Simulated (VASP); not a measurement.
# Ru (R-3m) in VASP: further runs

The runs below take Ru through single point, with PBE.

Everything below comes from runs of VASP 6.6.1. Logs are shortened: lines on timing, memory, paths and dates and some standing lists are left out, and cuts for length are marked.

### Step 1. The cell of the first run

The structure is trigonal, space group R-3m (No. 166). The conventional cell has a = 2.782 Å, b = 2.782 Å, c = 7.160 Å, α = 90.00°, β = 90.00°, γ = 120.00°. Within 3.7 Å of Ru (site symmetry -3m) lie 12 Ru at 2.78 to 2.88 Å.

### Step 2. Single point, PBE

Contents of INCAR:

```
SYSTEM = Ru
  PREC = Accurate
  ENCUT = 520
  EDIFF = 1E-6
  ISMEAR = 0
  SIGMA = 0.15
  LREAL = .FALSE.
  LASPH = .TRUE.
  NELM = 80
  ALGO = Fast
  ISIF = 2
  LWAVE = .FALSE.
  LCHARG = .FALSE.
  GGA = PE
  NBANDS = 13
```

Contents of KPOINTS:

```
regular mesh
0
G
  20 20 20
  0 0 0
```

Contents of POSCAR:

```
Ru
1.0
    0.0666779414      2.0336772120      2.0336772120
    2.0336772120      0.0666779414      2.0336772120
    2.0336772120      2.0336772120      0.0666779414
Ru
1
Direct
    0.0000000000      0.0000000000      0.0000000000
```

Potentials or basis: VASP PAW PBE potentials, release 64 (Ru_pv).

Command:

```sh
$ cat potpaw_PBE.64/Ru_pv/POTCAR > POTCAR
$ mpirun -np 1 vasp_std > vasp.out
```

OUTCAR:

```text
SYSTEM = Ru
   PREC = Accurate
   ENCUT = 520
   EDIFF = 1E-6
   ISMEAR = 0
   LREAL = .FALSE.
   LASPH = .TRUE.
   NELM = 80
   ISIF = 2
   GGA = PE

 ion  position               nearest neighbor table
   1  0.000  0.000  0.000-

  LATTYP: Found a trigonal (rhomboedric) cell.
 ALAT       =     2.8768267159
 COS(alpha) =     0.5325006715

  Lattice vectors:

 A1 = (   0.0666779414,   2.0336772120,   2.0336772120)
 A2 = (   2.0336772120,   0.0666779414,   2.0336772120)
 A3 = (   2.0336772120,   2.0336772120,   0.0666779414)

Analysis of symmetry for initial positions (statically):
=====================================================================
 Subroutine PRICEL returns:
 Original cell was already a primitive cell.

 Routine SETGRP: Setting up the symmetry group for a
 trigonal (rhombohedral) supercell.

 Subroutine GETGRP returns: Found 12 space group operations
 (whereof 12 operations were pure point group operations)
 out of a pool of 12 trial point group operations.

The static configuration has the point symmetry D_3d.

Analysis of symmetry for dynamics (positions and initial velocities):
=====================================================================
 Subroutine PRICEL returns:
 Original cell was already a primitive cell.

 Routine SETGRP: Setting up the symmetry group for a
 trigonal (rhombohedral) supercell.

 Subroutine GETGRP returns: Found 12 space group operations
 (whereof 12 operations were pure point group operations)
 out of a pool of 12 trial point group operations.

The dynamic configuration has the point symmetry D_3d.

 Subroutine INISYM returns: Found 12 space group operations
 (whereof 12 operations are pure point group operations),
 and found     1 'primitive' translations

----------------------------------------------------------------------------------------

                                     Primitive cell

  volume of cell :      15.9949

  direct lattice vectors                    reciprocal lattice vectors
     0.066677941  2.033677212  2.033677212    -0.258294207  0.250094391  0.250094391
     2.033677212  0.066677941  2.033677212     0.250094391 -0.258294207  0.250094391
     2.033677212  2.033677212  0.066677941     0.250094391  0.250094391 -0.258294207

  length of vectors
     2.876826716  2.876826716  2.876826716     0.437961534  0.437961534  0.437961534

  position of ions in fractional coordinates (direct lattice)
     0.000000000  0.000000000  0.000000000

  ion indices of the primitive-cell ions
   primitive index   ion index
                 1           1

----------------------------------------------------------------------------------------

 KPOINTS: regular mesh

Automatic generation of k-mesh.
 Grid dimensions read from file:
 generate k-points for:   20   20   20

 Generating k-lattice:

  Cartesian coordinates                     Fractional coordinates (reciprocal lattice)
    -0.012914710  0.012504720  0.012504720     0.050000000 -0.000000000 -0.000000000
     0.012504720 -0.012914710  0.012504720    -0.000000000  0.050000000 -0.000000000
     0.012504720  0.012504720 -0.012914710     0.000000000  0.000000000  0.050000000

  Length of vectors
     0.021898077  0.021898077  0.021898077

  Shift w.r.t. Gamma in fractional coordinates (k-lattice)
     0.000000000  0.000000000  0.000000000

 Subroutine IBZKPT returns following result:
 ===========================================

 Found    781 irreducible k-points:

 Following reciprocal coordinates:
            Coordinates               Weight
  0.000000  0.000000  0.000000      1.000000
  0.050000  0.000000  0.000000      6.000000
  0.100000  0.000000 -0.000000      6.000000
  0.150000  0.000000  0.000000      6.000000
  0.200000  0.000000 -0.000000      6.000000
  0.250000  0.000000  0.000000      6.000000
[... 16 lines left out ...]
 -0.400000  0.050000  0.000000     12.000000
 -0.350000  0.050000  0.000000     12.000000
 [... further k-points ...]
   k-points           NKPTS =    781   k-points in BZ     NKDIM =    781   number of bands    NBANDS=     13
   number of dos      NEDOS =    301   number of ions     NIONS =      1
   total plane-waves  NPLWV =  13824
   dimension x,y,z NGX =    24 NGY =   24 NGZ =   24
   dimension x,y,z NGXF=    48 NGYF=   48 NGZF=   48
   ions per type =               1
   NGX,Y,Z   is equivalent  to a cutoff of  13.87, 13.87, 13.87 a.u.
   NGXF,Y,Z  is equivalent  to a cutoff of  27.74, 27.74, 27.74 a.u.
 SYSTEM =  Ru
   PREC   = accura    normal or accurate (medium, high low for compatibility)
   ISTART =      0    job   : 0-new  1-cont  2-samecut
   ICHARG =      2    charge: 1-file 2-atom 10-const
   ISPIN  =      1    spin polarized calculation?
   LNONCOLLINEAR =      F non collinear calculations
   LSORBIT =      F    spin-orbit coupling
   LASPH  =      T    aspherical Exc in radial PAW
   ENCUT  =  520.0 eV  38.22 Ry    6.18 a.u.   5.35  5.35  5.35*2*pi/ulx,y,z
   NELM   =     80;   NELMIN=  2; NELMDL= -5     # of ELM steps
   EDIFF  = 0.1E-05   stopping-criterion for ELM
   LREAL  =      F    real-space projection
   EDIFFG = 0.1E-04   stopping-criterion for IOM
   NSW    =      0    number of steps for IOM
   IBRION =     -1    ionic relax: 0-MD 1-quasi-New 2-CG
   NFREE  =      0    steps in history (QN), initial steepest desc. (CG)
   ISIF   =      2    stress and relaxation
   ISYM   =      2    0-nonsym 1-usesym 2-fastsym
   POTIM  = 0.5000    time-step for ionic-motion
   TEBEG  =    0.0;   TEEND  =   0.0 temperature during run
   PSTRESS=    0.0 pullay stress
   NELECT =      14.0000    total number of electrons
   NUPDOWN=      -1.0000    fix difference up-down
   EMIN   =  10.00;   EMAX   =-10.00  energy-range for DOS
   EFERMI =   0.00;   METHOD = LEGACY
   ISMEAR =     0;   SIGMA  =   0.15  broadening in eV -4-tet -1-fermi 0-gaus
   EFERMI_NEDOS =   21; number of points for ismear=-14 and -15
   IALGO  =     68    algorithm
   IMIX   =      4    mixing-type and parameters
     AMIX     =   0.40;   BMIX     =  1.00
     AMIX_MAG =   1.60;   BMIX_MAG =  1.00
  volume/ion in A,a.u.               =      15.99       107.94
  Fermi-wavevector in a.u.,A,eV,Ry     =   1.565994  2.959300 33.366072  2.452337
  Thomas-Fermi vector in A             =   2.668388
   LORBIT       =      0    0 simple, 1 ext, 2 COOP (PROOUT), +10 PAW based schemes
   GGA     = PE    functional components
   LHFCALC =     F    Hartree Fock is set to
   AEXX    =    0.0000 exact exchange contribution
   IVDW    =     0    specifies the selected vdW correction
   LEPSILON=     F    determine dielectric tensor
   LRPA    =     F    only Hartree local field effects (RPA)
 non-spin polarized calculation
 RMM-DIIS sequential band-by-band and
 Gauss-broadening in eV      SIGMA  =   0.15
  energy-cutoff  :      520.00
  volume of cell :       15.99
 maximum number of plane-waves:       442
 NGX is ok and might be reduce to    24
   NGX = 11   NGY = 11   NGZ = 11

 number of electron      14.0000002 magnetization

 Free energy of the ion-electron system (eV)
  ---------------------------------------------------
  ext. energy  EPLUGINS =         0.00000000
  ---------------------------------------------------
  free energy    TOTEN  =        -8.86150854 eV

  energy without entropy =       -8.84443898  energy(sigma->0) =       -8.85297376

 E-fermi :  10.0051     XC(G=0): -13.1210

 val. band max:       10.0046514427   @ k =  -0.2000   0.1500   0.1000
 cond. band min:      10.0054200440   @ k =  -0.2500  -0.3000   0.1500
 fundamental gap:      0.0007686013
 Fermi energy:        10.0050788268

 k-point     1 :       0.0000    0.0000    0.0000
  band No.  band energies     occupation
      1     -32.4263      2.00000
      2     -32.3675      2.00000
      3     -32.3675      2.00000
      4       3.0582      2.00000
      5       7.6060      2.00000
      6       8.1371      2.00000
      7       8.1371      2.00000
      8       9.9103      1.62833
      9       9.9103      1.62833
     10      20.7652      0.00000
     11      25.0114      0.00000
     12      29.0368      0.00000
     13      30.4341      0.00000

 k-point     2 :       0.0500    0.0000    0.0000
  band No.  band energies     occupation
      1     -32.4291      2.00000
      2     -32.3828      2.00000
      3     -32.3702      2.00000
      4       3.1520      2.00000
      5       7.6393      2.00000
      6       8.0926      2.00000
      7       8.1845      2.00000
      8       9.8813      1.75693
      9       9.8849      1.74301
     10      20.7652      0.00000
     11      25.1561      0.00000
     12      29.0764      0.00000
     13      29.9631      0.00000

 k-point     3 :       0.1000    0.0000   -0.0000
  band No.  band energies     occupation
      1     -32.4463      2.00000
      2     -32.4182      2.00000
      3     -32.3781      2.00000
      4       3.4249      2.00000
      5       7.7200      2.00000
      6       7.9846      2.00000
      7       8.3159      2.00000
      8       9.8093      1.93503
      9       9.8215      1.91656
     10      20.7652      0.00000
     11      25.5548      0.00000
     12      28.4089      0.00000
     13      29.8412      0.00000
[... 305 lines left out ...]
 k-point    23 :      -0.4000    0.0500    0.0000
  band No.  band energies     occupation
      1     -32.9761      2.00000
      2     -32.4929      2.00000
      3     -32.4783      2.00000
      4       5.1953      2.00000
      5       7.6638      2.00000
      6       8.2251      2.00000
      7       9.8421      1.87563
      8      10.8720      0.00000
      9      11.8343      0.00000
     10      19.5661      0.00000
     11      20.7666      0.00000
     12      24.9069      0.00000
     13      29.3183      0.00000

 k-point    24 :      -0.3500    0.0500    0.0000
  band No.  band energies     occupation
      1     -32.9166      2.00000
      2     -32.4855      2.00000
      3     -32.4673      2.00000
      4       5.2396      2.00000
      5       7.7708      2.00000
      6       8.3319      2.00000
      7       9.0844      2.00000
      8      10.5024      0.00000
      9      11.3778      0.00000
     10      20.7574      0.00000
     11      20.9431      0.00000
     12      25.3682      0.00000
     13      29.9567      0.00000

 [... further k-points ...]

------------------------ aborting loop because EDIFF is reached ----------------------------------------

  FORCE on cell =-STRESS in cart. coord.  units (eV):
  Direction    XX          YY          ZZ          XY          YZ          ZX
  --------------------------------------------------------------------------------------
  -------------------------------------------------------------------------------------
  Total       -3.0415906     -3.0415906     -3.0415906     -0.4539418     -0.4539418     -0.4539418
  in kB     -304.6695611   -304.6695611   -304.6695611    -45.4703653    -45.4703653    -45.4703653
  external PRESSURE =    -304.6695611 kB  Pullay stress =       0.0000000 kB

 VOLUME and BASIS-vectors are now :
 -----------------------------------------------------------------------------
  energy-cutoff  :      520.00
  volume of cell :       15.99
      direct lattice vectors                 reciprocal lattice vectors
     0.066677941  2.033677212  2.033677212    -0.258294207  0.250094391  0.250094391
     2.033677212  0.066677941  2.033677212     0.250094391 -0.258294207  0.250094391
     2.033677212  2.033677212  0.066677941     0.250094391  0.250094391 -0.258294207

 POSITION                                       TOTAL-FORCE (eV/Angst)
 -----------------------------------------------------------------------------------
      0.00000      0.00000      0.00000        -0.000000      0.000000     -0.000000
 -----------------------------------------------------------------------------------
    total drift:                               -0.000000     -0.000000      0.000000

  FREE ENERGIE OF THE ION-ELECTRON SYSTEM (eV)
  ---------------------------------------------------
  free  energy   TOTEN  =        -8.8615085359 eV

  energy  without entropy=       -8.8444389833  energy(sigma->0) =       -8.85297376
```

Wall time 95 s (1 thread of AMD EPYC 9R45 (Zen 5), shared host); peak memory 0.23 GiB.

What came out:

| Quantity | Value |
| --- | --- |
| Free energy | -8.8615 eV |
| Pressure | -30.5 GPa |
| Band gap on the k mesh | zero (band 7 reaches 11.69 eV, above the bottom of band 8 at 9.04 eV) |

Stress tensor (GPa, compression positive):
```
-30.47  -4.55  -4.55
 -4.55 -30.47  -4.55
 -4.55  -4.55 -30.47
```

(Part 1 of 2 ends here.)
